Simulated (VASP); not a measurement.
# Cd8BiTe7 (a cell with a defect) in VASP: single point with PBE

Aim: the single point of Cd8BiTe7 (a cell with a defect) with PBE.

Program: VASP 6.6.1. These are calculated values, not measurements. Logs are shortened: lines on timing, memory, paths and dates and some standing lists are left out, and cuts for length are marked.

## Step 1: The cell of the first run

The cell holds a defect, 16 atoms: a = 9.358 Å, b = 9.358 Å, c = 9.358 Å, α = 60.00°, β = 60.00°, γ = 60.00°.

## Step 2: Single point, PBE

Input file INCAR:

```
SYSTEM = Cd8BiTe7
ALGO = Normal
EDIFF = 1E-6
ENCUT = 400
GGA = PE
GGA_COMPAT = .FALSE.
ISIF = 2
ISMEAR = 0
LASPH = .TRUE.
LCHARG = .FALSE.
LREAL = .FALSE.
LWAVE = .FALSE.
NBANDS = 90
NELECT = 154.0
NELM = 120
PREC = Accurate
SIGMA = 0.01
```

Input file KPOINTS:

```
k-points
0
G
  3 3 3
  0 0 0
```

Input file POSCAR:

```
Cd8BiTe7
1.0
    0.0000000000      6.6173732862     -6.6173732862
    6.6173732862      6.6173732862      0.0000000000
    6.6173732862      0.0000000000     -6.6173732862
Cd Bi Te
8 1 7
Direct
    0.5004850358      0.0087184534      0.4942815134
    0.4950932057      0.4960317852      0.4994488579
    0.0018440255      0.0014182406      0.4963638794
    0.0063749518      0.4952727228      0.4990505313
    0.4963587120      0.0009138264      0.0025865744
    0.4958768985      0.5025131425      0.0059828127
    0.0002931740      0.0010921962      0.0015613201
    0.0008959832      0.4967698401      0.0015932740
    0.3738900390      0.3760172738      0.3734541668
    0.3763873830      0.8732108466      0.3769414953
    0.8723289356      0.3758280684      0.3764597700
    0.8759082560      0.8726240773      0.3761407545
    0.3754967061      0.3759841557      0.8754736337
    0.3753365298      0.8776832332      0.8719574907
    0.8730214244      0.3760611418      0.8752567551
    0.8747807340      0.8751124607      0.8749753646
```

Potentials or basis: VASP PAW PBE potentials, release 64 (Cd, Bi_d, Te).

On the command line:

```bash
cat potpaw_PBE.64/Cd/POTCAR potpaw_PBE.64/Bi_d/POTCAR potpaw_PBE.64/Te/POTCAR > POTCAR
mpirun -np 1 vasp_std > vasp.out
```

OUTCAR:

```text
SYSTEM = Cd8BiTe7
   EDIFF = 1E-6
   ENCUT = 400
   GGA = PE
   ISIF = 2
   ISMEAR = 0
   LASPH = .TRUE.
   LREAL = .FALSE.
   NELECT = 154.0
   NELM = 120
   PREC = Accurate

 ion  position               nearest neighbor table
   1  0.500  0.009  0.494-   9 2.81  12 2.87  10 2.88  14 2.89
   2  0.495  0.496  0.499-   9 2.81  13 2.87  11 2.88  10 2.88
   3  0.002  0.001  0.496-  11 2.86  10 2.86  12 2.87  16 2.89
   4  0.006  0.495  0.499-   9 2.81  11 2.87  15 2.88  12 2.88
   5  0.496  0.001  0.003-  10 2.86  14 2.86  13 2.87  16 2.89
   6  0.496  0.503  0.006-   9 2.81  14 2.87  15 2.88  13 2.88
[... 8 lines left out ...]
  15  0.873  0.376  0.875-   8 2.87   7 2.87   4 2.88   6 2.88
  16  0.875  0.875  0.875-   7 2.89   8 2.89   5 2.89   3 2.89

  LATTYP: Found a face centered cubic cell.
 ALAT       =    13.2347465724

  Lattice vectors:

 A1 = (   0.0000000000,   6.6173732862,  -6.6173732862)
 A2 = (   6.6173732862,   6.6173732862,   0.0000000000)
 A3 = (   6.6173732862,   0.0000000000,  -6.6173732862)

Analysis of symmetry for initial positions (statically):
=====================================================================
 Subroutine PRICEL returns:
 Original cell was already a primitive cell.

 Routine SETGRP: Setting up the symmetry group for a
 face centered cubic supercell.

 Subroutine GETGRP returns: Found  1 space group operations
 (whereof  1 operations were pure point group operations)
 out of a pool of 48 trial point group operations.

The static configuration has the point symmetry C_1 .

Analysis of symmetry for dynamics (positions and initial velocities):
=====================================================================
 Subroutine PRICEL returns:
 Original cell was already a primitive cell.

 Routine SETGRP: Setting up the symmetry group for a
 face centered cubic supercell.

 Subroutine GETGRP returns: Found  1 space group operations
 (whereof  1 operations were pure point group operations)
 out of a pool of 48 trial point group operations.

The dynamic configuration has the point symmetry C_1 .

 Subroutine INISYM returns: Found  1 space group operations
 (whereof  1 operations are pure point group operations),
 and found     1 'primitive' translations

----------------------------------------------------------------------------------------

                                     Primitive cell

  volume of cell :     579.5446

  direct lattice vectors                    reciprocal lattice vectors
     0.000000000  6.617373286 -6.617373286    -0.075558681  0.075558681 -0.075558681
     6.617373286  6.617373286  0.000000000     0.075558681  0.075558681  0.075558681
     6.617373286  0.000000000 -6.617373286     0.075558681 -0.075558681 -0.075558681

  length of vectors
     9.358379049  9.358379049  9.358379049     0.130871475  0.130871475  0.130871475

  position of ions in fractional coordinates (direct lattice)
     0.500485036  0.008718453  0.494281513
     0.495093206  0.496031785  0.499448858
     0.001844025  0.001418241  0.496363879
     0.006374952  0.495272723  0.499050531
     0.496358712  0.000913826  0.002586574
     0.495876899  0.502513142  0.005982813
[... 8 lines left out ...]
     0.873021424  0.376061142  0.875256755
     0.874780734  0.875112461  0.874975365

  ion indices of the primitive-cell ions
   primitive index   ion index
                 1           1
                 2           2
                 3           3
                 4           4
                 5           5
                 6           6
[... 8 lines left out ...]
                15          15
                16          16

----------------------------------------------------------------------------------------

 KPOINTS: k-points

Automatic generation of k-mesh.
 Grid dimensions read from file:
 generate k-points for:    3    3    3

 Generating k-lattice:

  Cartesian coordinates                     Fractional coordinates (reciprocal lattice)
    -0.025186227  0.025186227 -0.025186227     0.333333333  0.000000000  0.000000000
     0.025186227  0.025186227  0.025186227     0.000000000  0.333333333  0.000000000
     0.025186227 -0.025186227 -0.025186227     0.000000000  0.000000000  0.333333333

  Length of vectors
     0.043623825  0.043623825  0.043623825

  Shift w.r.t. Gamma in fractional coordinates (k-lattice)
     0.000000000  0.000000000  0.000000000

 Subroutine IBZKPT returns following result:
 ===========================================

 Found     14 irreducible k-points:

 Following reciprocal coordinates:
            Coordinates               Weight
  0.000000  0.000000  0.000000      1.000000
  0.333333  0.000000  0.000000      2.000000
  0.000000  0.333333  0.000000      2.000000
  0.000000  0.000000  0.333333      2.000000
  0.333333  0.333333  0.333333      2.000000
  0.333333  0.333333  0.000000      2.000000
  0.000000  0.333333  0.333333      2.000000
  0.333333  0.000000  0.333333      2.000000
 -0.333333  0.333333  0.000000      2.000000
  0.000000 -0.333333  0.333333      2.000000
  0.333333  0.000000 -0.333333      2.000000
  0.333333  0.333333 -0.333333      2.000000
 -0.333333  0.333333 -0.333333      2.000000
  0.333333 -0.333333 -0.333333      2.000000
   k-points           NKPTS =     14   k-points in BZ     NKDIM =     14   number of bands    NBANDS=     90
   number of dos      NEDOS =    301   number of ions     NIONS =     16
   total plane-waves  NPLWV = 262144
   dimension x,y,z NGX =    64 NGY =   64 NGZ =   64
   dimension x,y,z NGXF=   128 NGYF=  128 NGZF=  128
   ions per type =               8   1   7
   NGX,Y,Z   is equivalent  to a cutoff of  11.37, 11.37, 11.37 a.u.
   NGXF,Y,Z  is equivalent  to a cutoff of  22.74, 22.74, 22.74 a.u.
 SYSTEM =  Cd8BiTe7
   PREC   = accura    normal or accurate (medium, high low for compatibility)
   ISTART =      0    job   : 0-new  1-cont  2-samecut
   ICHARG =      2    charge: 1-file 2-atom 10-const
   ISPIN  =      1    spin polarized calculation?
   LNONCOLLINEAR =      F non collinear calculations
   LSORBIT =      F    spin-orbit coupling
   LASPH  =      T    aspherical Exc in radial PAW
   ENCUT  =  400.0 eV  29.40 Ry    5.42 a.u.  15.26 15.26 15.26*2*pi/ulx,y,z
   NELM   =    120;   NELMIN=  2; NELMDL= -5     # of ELM steps
   EDIFF  = 0.1E-05   stopping-criterion for ELM
   LREAL  =      F    real-space projection
   EDIFFG = 0.1E-04   stopping-criterion for IOM
   NSW    =      0    number of steps for IOM
   IBRION =     -1    ionic relax: 0-MD 1-quasi-New 2-CG
   NFREE  =      0    steps in history (QN), initial steepest desc. (CG)
   ISIF   =      2    stress and relaxation
   ISYM   =      2    0-nonsym 1-usesym 2-fastsym
   POTIM  = 0.5000    time-step for ionic-motion
   TEBEG  =    0.0;   TEEND  =   0.0 temperature during run
   PSTRESS=    0.0 pullay stress
   NELECT =     154.0000    total number of electrons
   NUPDOWN=      -1.0000    fix difference up-down
   EMIN   =  10.00;   EMAX   =-10.00  energy-range for DOS
   EFERMI =   0.00;   METHOD = LEGACY
   ISMEAR =     0;   SIGMA  =   0.01  broadening in eV -4-tet -1-fermi 0-gaus
   EFERMI_NEDOS =   21; number of points for ismear=-14 and -15
   IALGO  =     38    algorithm
   IMIX   =      4    mixing-type and parameters
     AMIX     =   0.40;   BMIX     =  1.00
     AMIX_MAG =   1.60;   BMIX_MAG =  1.00
  volume/ion in A,a.u.               =      36.22       244.44
  Fermi-wavevector in a.u.,A,eV,Ry     =   1.052494  1.988924 15.071754  1.107743
  Thomas-Fermi vector in A             =   2.187578
   LORBIT       =      0    0 simple, 1 ext, 2 COOP (PROOUT), +10 PAW based schemes
   GGA     = PE    functional components
   LHFCALC =     F    Hartree Fock is set to
   AEXX    =    0.0000 exact exchange contribution
   IVDW    =     0    specifies the selected vdW correction
   LEPSILON=     F    determine dielectric tensor
   LRPA    =     F    only Hartree local field effects (RPA)
 non-spin polarized calculation
 Gauss-broadening in eV      SIGMA  =   0.01
  energy-cutoff  :      400.00
  volume of cell :      579.54
 maximum number of plane-waves:     10533
 NGX is ok and might be reduce to    64
   NGX = 31   NGY = 31   NGZ = 31

 number of electron     154.0000007 magnetization

 Free energy of the ion-electron system (eV)
  ---------------------------------------------------
  ext. energy  EPLUGINS =         0.00000000
  ---------------------------------------------------
  free energy    TOTEN  =       -35.16838052 eV

  energy without entropy =      -35.16778909  energy(sigma->0) =      -35.16808480

 E-fermi :   2.4284     XC(G=0):  -8.4101

 val. band max:        2.4275067890   @ k =   0.0000   0.0000   0.0000
 cond. band min:       3.5535119839   @ k =   0.3333   0.0000   0.0000
 fundamental gap:      1.1260051950
 Fermi energy:         2.4283823976

 k-point     1 :       0.0000    0.0000    0.0000
  band No.  band energies     occupation
      1     -19.1227      2.00000
      2     -19.1211      2.00000
      3     -19.1203      2.00000
      4     -19.0877      2.00000
      5     -19.0872      2.00000
      6      -9.0089      2.00000
[... 81 lines left out ...]
     88       4.5826      0.00000
     89       6.4598      0.00000

 k-point     2 :       0.3333    0.0000    0.0000
  band No.  band energies     occupation
      1     -19.1228      2.00000
      2     -19.1211      2.00000
      3     -19.1203      2.00000
      4     -19.0878      2.00000
      5     -19.0872      2.00000
      6      -8.9303      2.00000
[... 1093 lines left out ...]
     88       6.0192      0.00000
     89       6.0855      0.00000

 k-point    14 :       0.3333   -0.3333   -0.3333
  band No.  band energies     occupation
      1     -19.1228      2.00000
      2     -19.1212      2.00000
      3     -19.1203      2.00000
      4     -19.0878      2.00000
      5     -19.0872      2.00000
      6      -8.8392      2.00000
[... 81 lines left out ...]
     88       6.0166      0.00000
     89       6.0912      0.00000
 [bands above 89 left out]

------------------------ aborting loop because EDIFF is reached ----------------------------------------

  FORCE on cell =-STRESS in cart. coord.  units (eV):
  Direction    XX          YY          ZZ          XY          YZ          ZX
  --------------------------------------------------------------------------------------
  -------------------------------------------------------------------------------------
  Total        9.0277323      9.0332869      9.0531669     -0.0567573      0.0412003      0.0177718
  in kB       24.9575733     24.9729295     25.0278885     -0.1569080      0.1139001      0.0491310
  external PRESSURE =      24.9861304 kB  Pullay stress =       0.0000000 kB

 VOLUME and BASIS-vectors are now :
 -----------------------------------------------------------------------------
  energy-cutoff  :      400.00
  volume of cell :      579.54
      direct lattice vectors                 reciprocal lattice vectors
     0.000000000  6.617373286 -6.617373286    -0.075558681  0.075558681 -0.075558681
     6.617373286  6.617373286  0.000000000     0.075558681  0.075558681  0.075558681
     6.617373286  0.000000000 -6.617373286     0.075558681 -0.075558681 -0.075558681

 POSITION                                       TOTAL-FORCE (eV/Angst)
 -----------------------------------------------------------------------------------
      3.32854      3.36959     -6.58274         0.016463     -0.009974      0.011135
      6.58747      6.55864     -6.58126        -0.004053      0.005443      0.007061
      3.29401      0.02159     -3.29683        -0.002722     -0.001034      0.002133
      6.57981      3.31959     -3.34459        -0.003047      0.015091     -0.010315
      0.02316      3.29064     -3.30171         0.001222     -0.001235      0.009936
      3.36491      6.60672     -3.32099        -0.012218     -0.014880     -0.014673
[... 8 lines left out ...]
      8.28044      8.26565    -11.56901         0.004684     -0.002372      0.020673
     11.58098     11.57970    -11.57879         0.001833     -0.000973     -0.001907
 -----------------------------------------------------------------------------------
    total drift:                                0.000616      0.000627     -0.000662

  FREE ENERGIE OF THE ION-ELECTRON SYSTEM (eV)
  ---------------------------------------------------
  free  energy   TOTEN  =       -35.1683805232 eV

  energy  without entropy=      -35.1677890855  energy(sigma->0) =      -35.16808480
```

Wall time 8.9 min (1 thread of AMD EPYC 9R45 (Zen 5), shared host); peak memory 0.78 GiB.

What came out:

| Item | Value |
| --- | --- |
| Free energy | -35.1684 eV |
| Largest force | 0.024 eV/Å |

Forces on the atoms (eV/Å):
```
Cd   0.016 -0.010  0.011
Cd  -0.004  0.005  0.007
Cd  -0.003 -0.001  0.002
Cd  -0.003  0.015 -0.010
Cd   0.001 -0.001  0.010
Cd  -0.012 -0.015 -0.015
Cd   0.003  0.010 -0.003
Cd  -0.007 -0.004 -0.001
Bi  -0.001 -0.005  0.006
Te  -0.001  0.000 -0.022
Te   0.019 -0.003  0.002
Te  -0.004 -0.016 -0.004
Te   0.005  0.021 -0.005
Te  -0.016  0.007  0.003
Te   0.005 -0.002  0.021
Te   0.002 -0.001 -0.002
```

Caveat: the cell carries a net charge on a neutralising background, which shifts energy and pressure; the cell is charged against a uniform background, so pressure and absolute levels hang on convention; spin-orbit coupling is left out, which moves the levels of the heavy elements.
